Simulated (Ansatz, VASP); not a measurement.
# Two plane-wave programs on Mg

The input INCAR:

```
SYSTEM = Mg
PREC = Accurate ; ENCUT = 600
EDIFF = 1E-6 ; ISMEAR = -4
SIGMA = 0.1 ; LREAL = .False.
LASPH = .True. ; NELM = 120
ALGO = Normal ; ISIF = 2
LWAVE = .False. ; LCHARG = .False.
GGA = PE ; NBANDS = 7
GGA_COMPAT = .False.
```

KPOINTS

```
regular mesh
0
Gamma
  4 4 4
  0 0 0
```

File POSCAR:

```
Mg
1.0
   -1.8359916300      1.8359916300      1.6794040200
    1.8359916300     -1.8359916300      1.6794040200
    1.8359916300      1.8359916300     -1.6794040200
Mg
1
Direct
    0.0000000000      0.0000000000      0.0000000000
```

Input for Ansatz:

```yaml
crystal:
  lattice:
    - [-1.83599163, 1.83599163, 1.67940402]
    - [1.83599163, -1.83599163, 1.67940402]
    - [1.83599163, 1.83599163, -1.67940402]
  atoms:
    - { symbol: Mg, position: [0.0, 0.0, 0.0] }
  symmetry: { tolerance: 0.001 }
basis: {}
kpoints:
  mp_grid: { grid: [4, 4, 4] }
hamiltonian:
  xc: pbe
scf:
  occupations: { method: tetrahedron_uncorrected }
  n_extra_bands: 3
  max_iter: 58
output:
  forces: true
  stress: true
  eigenvalues: true
```

Alike in both runs: task single point; functional PBE; k mesh 4 × 4 × 4; no spin polarisation.

|  | VASP | Ansatz |
| --- | --- | --- |
| version | VASP 6.6.1 | Ansatz 0.2.0 |
| potentials or method | VASP PAW PBE potentials, release 64 (Mg) | scalar-relativistic, plane waves, PAW |
| plane-wave cutoff (eV) | 600 | 420 |
| occupations | tetrahedron | tetrahedron-uncorrected |
| valence electrons in the cell | 2 | 10 |

|  | VASP | Ansatz | Ansatz less VASP |
| --- | --- | --- | --- |
| gap on the k mesh at the Fermi level (eV) | none | none | - |
| pressure (GPa) | 0.2 | 0.3 | +0.14 |
| traceless stress, the component that is largest in VASP (GPa) | -4.35 | -3.98 | +0.370 |

A gap of «none» marks a metal or a gap that the smearing closes. VASP's potentials hold 2 valence electrons a cell and Ansatz's 10, so a difference there can come from the potentials and not from the codes. Ansatz's warnings: band table not solved further.

The k mesh is coarse, so the values compare programs but aren't converged.
